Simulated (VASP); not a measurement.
A run of VASP 6.6.1:

The input INCAR:

```
PREC = Accurate
ENCUT = 520
EDIFF = 1E-6
ISMEAR = 0
SIGMA = 0.1
LREAL = F
LASPH = T
NELM = 80
ALGO = Fast
ISIF = 2
LWAVE = F
LCHARG = F
GGA = PE
NBANDS = 14
```

Contents of KPOINTS:

```
Automatic mesh
0
Gamma
  18 18 10
```

POSCAR

```
TiAl
1.0
    2.9744404949      0.0000000000      0.0000000000
   -1.4872202474      2.5759410307      0.0000000000
    0.0000000000      0.0000000000      4.9932922325
Ti Al
1 1
Direct
    0.0000000000      0.0000000000      0.0000000000
    0.3333333333      0.6666666667      0.5000000000
```

Potentials or basis: VASP PAW PBE potentials, release 64 (Ti_sv, Al).

The run is started by

```sh
$ cat potpaw_PBE.64/Ti_sv/POTCAR potpaw_PBE.64/Al/POTCAR > POTCAR
$ mpirun -np 1 vasp_std > vasp.out
```

Hardware: 1 thread of Intel(R) Xeon(R) 6975P-C (Granite Rapids), with other jobs on the host.

Task: How long does it take, and how much memory?

Result: Run time: 93 s on 1 thread of Intel(R) Xeon(R) 6975P-C (Granite Rapids), with other jobs on the host, peak memory 0.25 GiB. Counts: scf iterations 31, k points 222.
